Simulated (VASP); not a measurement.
# SnO (Pmn2_1) in VASP: notebook

Runs on SnO. Level: LDA. Tasks: single point.

All numbers are computed with VASP 6.6.1; they aren't measurements. Logs are shortened: lines on timing, memory, paths and dates and some standing lists are left out, and cuts for length are marked.

### Step 1. The cell of the first run

It takes space group Pmn2_1 (No. 31, orthorhombic). The conventional cell has a = 3.355 Å, b = 5.674 Å, c = 4.222 Å, α = 90.00°, β = 90.00°, γ = 90.00°. Sn (site symmetry m) has 3 O at 2.15 to 2.16 Å within 2.8 Å. Within 2.8 Å of O (site symmetry m) lie 3 Sn at 2.15 to 2.16 Å.

### Step 2. Single point, LDA

Contents of INCAR:

```
SYSTEM = SnO
ALGO = Normal
EDIFF = 1E-7
ENCUT = 520
GGA = CA
ISIF = 2
ISMEAR = 0
LASPH = .True.
LCHARG = .True.
LELF = .True.
LREAL = .False.
LVHAR = .True.
LWAVE = .False.
NBANDS = 28
NELM = 60
PREC = Accurate
SIGMA = 0.05
```

Contents of KPOINTS:

```
k-points
0
Gamma
  8 6 6
  0 0 0
```

Contents of POSCAR:

```
SnO
1.0
    3.3550050000      0.0000000000      0.0000000000
    0.0000000000      5.6741040000      0.0000000000
    0.0000000000      0.0000000000      4.2219700000
Sn O
2 2
Direct
    0.0000000000      0.2319090000      0.5131440000
    0.5000000000      0.7680910000      0.0131440000
    0.0000000000      0.8912500000      0.7368570000
    0.5000000000      0.1087500000      0.2368570000
```

Potentials or basis: VASP PAW LDA potentials, release 64 (Sn_d, O).

The run is started by

```bash
> cat potpaw_LDA.64/Sn_d/POTCAR potpaw_LDA.64/O/POTCAR > POTCAR
> mpirun -np 1 vasp_std > vasp.out
```

OUTCAR:

```text
SYSTEM = SnO
   EDIFF = 1E-7
   ENCUT = 520
   GGA = CA
   ISIF = 2
   ISMEAR = 0
   LASPH = .True.
   LREAL = .False.
   NELM = 60
   PREC = Accurate

 ion  position               nearest neighbor table
   1  0.000  0.232  0.513-   3 2.15   4 2.16   4 2.16
   2  0.500  0.768  0.013-   4 2.15   3 2.16   3 2.16
   3  0.000  0.891  0.737-   1 2.15   2 2.16   2 2.16
   4  0.500  0.109  0.237-   2 2.15   1 2.16   1 2.16

  LATTYP: Found a simple orthorhombic cell.
 ALAT       =     3.3550050000
 B/A-ratio  =     1.2584094510
 C/A-ratio  =     1.6912356315

  Lattice vectors:

 A1 = (  -3.3550050000,   0.0000000000,   0.0000000000)
 A2 = (   0.0000000000,   0.0000000000,   4.2219700000)
 A3 = (   0.0000000000,   5.6741040000,   0.0000000000)

Analysis of symmetry for initial positions (statically):
=====================================================================
 Subroutine PRICEL returns:
 Original cell was already a primitive cell.

 Routine SETGRP: Setting up the symmetry group for a
 simple orthorhombic supercell.

 Subroutine GETGRP returns: Found  4 space group operations
 (whereof  2 operations were pure point group operations)
 out of a pool of  8 trial point group operations.

The static configuration has the point symmetry C_1h.
 The point group associated with its full space group is C_2v.

Analysis of symmetry for dynamics (positions and initial velocities):
=====================================================================
 Subroutine PRICEL returns:
 Original cell was already a primitive cell.

 Routine SETGRP: Setting up the symmetry group for a
 simple orthorhombic supercell.

 Subroutine GETGRP returns: Found  4 space group operations
 (whereof  2 operations were pure point group operations)
 out of a pool of  8 trial point group operations.

The dynamic configuration has the point symmetry C_1h.
 The point group associated with its full space group is C_2v.

 Subroutine INISYM returns: Found  4 space group operations
 (whereof  2 operations are pure point group operations),
 and found     1 'primitive' translations

----------------------------------------------------------------------------------------

                                     Primitive cell

  volume of cell :      80.3722

  direct lattice vectors                    reciprocal lattice vectors
     3.355005000  0.000000000  0.000000000     0.298062149  0.000000000  0.000000000
     0.000000000  5.674104000  0.000000000     0.000000000  0.176239279  0.000000000
     0.000000000  0.000000000  4.221970000     0.000000000  0.000000000  0.236856254

  length of vectors
     3.355005000  5.674104000  4.221970000     0.298062149  0.176239279  0.236856254

  position of ions in fractional coordinates (direct lattice)
     0.000000000  0.231909000  0.513144000
     0.500000000  0.768091000  0.013144000
     0.000000000  0.891250000  0.736857000
     0.500000000  0.108750000  0.236857000

  ion indices of the primitive-cell ions
   primitive index   ion index
                 1           1
                 2           2
                 3           3
                 4           4

----------------------------------------------------------------------------------------

 KPOINTS: k-points

Automatic generation of k-mesh.
 Grid dimensions read from file:
 generate k-points for:    8    6    6

 Generating k-lattice:

  Cartesian coordinates                     Fractional coordinates (reciprocal lattice)
     0.037257769  0.000000000  0.000000000     0.125000000  0.000000000  0.000000000
     0.000000000  0.029373213  0.000000000     0.000000000  0.166666667  0.000000000
     0.000000000  0.000000000  0.039476042     0.000000000  0.000000000  0.166666667

  Length of vectors
     0.037257769  0.029373213  0.039476042

  Shift w.r.t. Gamma in fractional coordinates (k-lattice)
     0.000000000  0.000000000  0.000000000

 Subroutine IBZKPT returns following result:
 ===========================================

 Found     80 irreducible k-points:

 Following reciprocal coordinates:
            Coordinates               Weight
  0.000000  0.000000  0.000000      1.000000
  0.125000  0.000000  0.000000      2.000000
  0.250000  0.000000  0.000000      2.000000
  0.375000  0.000000  0.000000      2.000000
  0.500000  0.000000  0.000000      1.000000
  0.000000  0.166667  0.000000      2.000000
[... 16 lines left out ...]
  0.250000  0.000000  0.166667      4.000000
  0.375000  0.000000  0.166667      4.000000
 [... further k-points ...]
   k-points           NKPTS =     80   k-points in BZ     NKDIM =     80   number of bands    NBANDS=     28
   number of dos      NEDOS =    301   number of ions     NIONS =      4
   total plane-waves  NPLWV =  37632
   dimension x,y,z NGX =    28 NGY =   42 NGZ =   32
   dimension x,y,z NGXF=    56 NGYF=   84 NGZF=   64
   ions per type =               2   2
   NGX,Y,Z   is equivalent  to a cutoff of  13.87, 12.31, 12.60 a.u.
   NGXF,Y,Z  is equivalent  to a cutoff of  27.75, 24.61, 25.20 a.u.
 SYSTEM =  SnO
   PREC   = accura    normal or accurate (medium, high low for compatibility)
   ISTART =      0    job   : 0-new  1-cont  2-samecut
   ICHARG =      2    charge: 1-file 2-atom 10-const
   ISPIN  =      1    spin polarized calculation?
   LNONCOLLINEAR =      F non collinear calculations
   LSORBIT =      F    spin-orbit coupling
   LASPH  =      T    aspherical Exc in radial PAW
   ENCUT  =  520.0 eV  38.22 Ry    6.18 a.u.   6.24 10.55  7.85*2*pi/ulx,y,z
   NELM   =     60;   NELMIN=  2; NELMDL= -5     # of ELM steps
   EDIFF  = 0.1E-06   stopping-criterion for ELM
   LREAL  =      F    real-space projection
   EDIFFG = 0.1E-05   stopping-criterion for IOM
   NSW    =      0    number of steps for IOM
   IBRION =     -1    ionic relax: 0-MD 1-quasi-New 2-CG
   NFREE  =      0    steps in history (QN), initial steepest desc. (CG)
   ISIF   =      2    stress and relaxation
   ISYM   =      2    0-nonsym 1-usesym 2-fastsym
   POTIM  = 0.5000    time-step for ionic-motion
   TEBEG  =    0.0;   TEEND  =   0.0 temperature during run
   PSTRESS=    0.0 pullay stress
   NELECT =      40.0000    total number of electrons
   NUPDOWN=      -1.0000    fix difference up-down
   EMIN   =  10.00;   EMAX   =-10.00  energy-range for DOS
   EFERMI =   0.00;   METHOD = LEGACY
   ISMEAR =     0;   SIGMA  =   0.05  broadening in eV -4-tet -1-fermi 0-gaus
   EFERMI_NEDOS =   21; number of points for ismear=-14 and -15
   IALGO  =     38    algorithm
   IMIX   =      4    mixing-type and parameters
     AMIX     =   0.40;   BMIX     =  1.00
     AMIX_MAG =   1.60;   BMIX_MAG =  1.00
  volume/ion in A,a.u.               =      20.09       135.59
  Fermi-wavevector in a.u.,A,eV,Ry     =   1.297357  2.451650 22.900458  1.683136
  Thomas-Fermi vector in A             =   2.428755
   LORBIT       =      0    0 simple, 1 ext, 2 COOP (PROOUT), +10 PAW based schemes
   GGA     = CA    functional components
   LHFCALC =     F    Hartree Fock is set to
   AEXX    =    0.0000 exact exchange contribution
   IVDW    =     0    specifies the selected vdW correction
   LEPSILON=     F    determine dielectric tensor
   LRPA    =     F    only Hartree local field effects (RPA)
 non-spin polarized calculation
 Gauss-broadening in eV      SIGMA  =   0.05
  energy-cutoff  :      520.00
  volume of cell :       80.37
 maximum number of plane-waves:      2178
 NGX is ok and might be reduce to    28
   NGX = 13   NGY = 21   NGZ = 15

 number of electron      39.9999992 magnetization

 Free energy of the ion-electron system (eV)
  ---------------------------------------------------
  ext. energy  EPLUGINS =         0.00000000
  ---------------------------------------------------
  free energy    TOTEN  =       -25.18211585 eV

  energy without entropy =      -25.18211585  energy(sigma->0) =      -25.18211585

 E-fermi :   4.7467     XC(G=0):  -9.9653

 val. band max:        4.5243913727   @ k =   0.0000   0.0000   0.0000
 cond. band min:       5.8778802605   @ k =   0.3750   0.5000   0.0000
 fundamental gap:      1.3534888878
 Fermi energy:         4.7466585200

 k-point     1 :       0.0000    0.0000    0.0000
  band No.  band energies     occupation
      1     -16.5521      2.00000
      2     -16.2456      2.00000
      3     -16.1593      2.00000
      4     -16.1353      2.00000
      5     -16.1084      2.00000
      6     -16.0751      2.00000
[... 20 lines left out ...]
     27      13.1714      0.00000
     28      13.7416      0.00000

 k-point     2 :       0.1250    0.0000    0.0000
  band No.  band energies     occupation
      1     -16.5444      2.00000
      2     -16.2322      2.00000
      3     -16.1716      2.00000
      4     -16.1495      2.00000
      5     -16.1168      2.00000
      6     -16.0751      2.00000
[... 20 lines left out ...]
     27      13.1896      0.00000
     28      13.8622      0.00000

 k-point     3 :       0.2500    0.0000    0.0000
  band No.  band energies     occupation
      1     -16.5351      2.00000
      2     -16.3160      2.00000
      3     -16.1473      2.00000
      4     -16.1327      2.00000
      5     -16.1182      2.00000
      6     -16.0797      2.00000
[... 20 lines left out ...]
     27      12.7896      0.00000
     28      14.0206      0.00000

 k-point     4 :       0.3750    0.0000    0.0000
  band No.  band energies     occupation
      1     -16.5315      2.00000
      2     -16.4320      2.00000
      3     -16.1288      2.00000
      4     -16.1135      2.00000
      5     -16.0950      2.00000
      6     -16.0818      2.00000
[... 578 lines left out ...]
     27      13.7588      0.00000
     28      14.7835      0.00000

 k-point    23 :       0.2500    0.0000    0.1667
  band No.  band energies     occupation
      1     -16.5270      2.00000
      2     -16.3400      2.00000
      3     -16.1469      2.00000
      4     -16.1359      2.00000
      5     -16.1142      2.00000
      6     -16.0859      2.00000
[... 20 lines left out ...]
     27      13.4591      0.00000
     28      14.8279      0.00000

 k-point    24 :       0.3750    0.0000    0.1667
  band No.  band energies     occupation
      1     -16.5314      2.00000
      2     -16.4464      2.00000
      3     -16.1341      2.00000
      4     -16.1233      2.00000
      5     -16.0895      2.00000
      6     -16.0784      2.00000
[... 20 lines left out ...]
     27      13.4949      0.00000
     28      14.5015      0.00000

 [... further k-points ...]
[... 5 lines left out ...]
  --------------------------------------------------------------------------------------
  -------------------------------------------------------------------------------------
  Total       -3.0541905     -2.4304398     -2.3147092      0.0000000      0.0000000      0.0000000
  in kB      -60.8837082    -48.4495614    -46.1425307      0.0000000      0.0000000      0.0000000
  external PRESSURE =     -51.8252668 kB  Pullay stress =       0.0000000 kB

 VOLUME and BASIS-vectors are now :
 -----------------------------------------------------------------------------
  energy-cutoff  :      520.00
  volume of cell :       80.37
      direct lattice vectors                 reciprocal lattice vectors
     3.355005000  0.000000000  0.000000000     0.298062149  0.000000000  0.000000000
     0.000000000  5.674104000  0.000000000     0.000000000  0.176239279  0.000000000
     0.000000000  0.000000000  4.221970000     0.000000000  0.000000000  0.236856254

 POSITION                                       TOTAL-FORCE (eV/Angst)
 -----------------------------------------------------------------------------------
      0.00000      1.31588      2.16648         0.000000     -0.616803     -0.191643
      1.67750      4.35823      0.05549         0.000000      0.616803     -0.191643
      0.00000      5.05705      3.11099         0.000000      0.177438      0.191643
      1.67750      0.61706      1.00000         0.000000     -0.177438      0.191643
 -----------------------------------------------------------------------------------
    total drift:                                0.000000      0.000000     -0.000122

  FREE ENERGIE OF THE ION-ELECTRON SYSTEM (eV)
  ---------------------------------------------------
  free  energy   TOTEN  =       -25.1821158455 eV

  energy  without entropy=      -25.1821158455  energy(sigma->0) =      -25.18211585
```

Wall time 2.4 min (1 thread of Intel Xeon Platinum 8488C (Sapphire Rapids), shared host); peak memory 0.26 GiB.

What came out:

```yaml
Free_energy: -25.1821 eV
Pressure: -5.2 GPa
Largest_force: 0.646 eV/Å
Band_gap_on_the_k_mesh: 1.35 eV, indirect (least direct gap 2.00 eV)
```

Forces in eV/Å, atoms in the order of the input:
```
Sn   0.000 -0.617 -0.192
Sn   0.000  0.617 -0.192
O    0.000  0.177  0.192
O    0.000 -0.177  0.192
```

Caveat: spin-orbit coupling is left out, which moves the levels of the heavy elements.

### Step 3. Single point, LDA

Contents of INCAR:

```
ALGO = Normal
EDIFF = 1E-6
ENCUT = 520
GGA = CA
ISIF = 2
ISMEAR = 0
LASPH = True
LCHARG = False
LREAL = False
LWAVE = False
NBANDS = 28
NELM = 60
PREC = Accurate
SIGMA = 0.05
```

Contents of KPOINTS:

```
k-points
0
Gamma
  10 6 8
```

POSCAR is that of step 2.

Potentials or basis: VASP PAW LDA potentials, release 64 (Sn_d, O).

The run is started by

```bash
> cat potpaw_LDA.64/Sn_d/POTCAR potpaw_LDA.64/O/POTCAR > POTCAR
> mpirun -np 1 vasp_std > vasp.out
```

Wall time 4.6 min (1 thread of Intel Xeon Platinum 8488C (Sapphire Rapids), shared host); peak memory 0.32 GiB.

The run converged. Its results:

```
Free energy            : -25.1822 eV
Pressure               : -5.2 GPa
Largest force          : 0.645 eV/Å
Band gap on the k mesh : 1.31 eV, indirect (least direct gap 1.95 eV)
```

Forces on the atoms (eV/Å):
```
Sn   0.000 -0.616 -0.192
Sn   0.000  0.616 -0.192
O    0.000  0.178  0.192
O    0.000 -0.178  0.192
```

Stress tensor (GPa, compression positive):
```
-6.10  0.00  0.00
 0.00 -4.86  0.00
 0.00  0.00 -4.63
```

Levels at points of the mesh, in eV from the valence-band top:
```tsv
k point	band 17	band 18	band 19	band 20	band 21	band 22	band 23	band 24
(0.00, 0.00, 0.00)	-3.49	-2.62	-2.02	0.00	2.59	3.12	5.81	5.81
(0.50, 0.00, 0.00)	-2.56	-2.56	-1.25	-1.25	2.54	2.54	5.46	5.46
(0.00, 0.50, 0.00)	-3.78	-2.65	-1.58	-1.35	3.25	3.86	4.80	4.92
(0.50, 0.50, 0.00)	-2.63	-2.63	-0.90	-0.90	1.85	1.85	6.19	6.19
(0.00, 0.00, 0.50)	-3.19	-3.19	-1.65	-1.65	2.60	2.60	5.16	5.16
(0.50, 0.00, 0.50)	-3.14	-3.14	-1.07	-1.07	2.08	2.08	4.53	4.53
(0.00, 0.50, 0.50)	-2.90	-2.90	-1.50	-1.50	1.88	1.88	5.87	5.87
(0.50, 0.50, 0.50)	-3.42	-3.42	-0.43	-0.43	2.40	2.40	4.09	4.09
```

Caveat: spin-orbit coupling is left out, which moves the levels of the heavy elements.
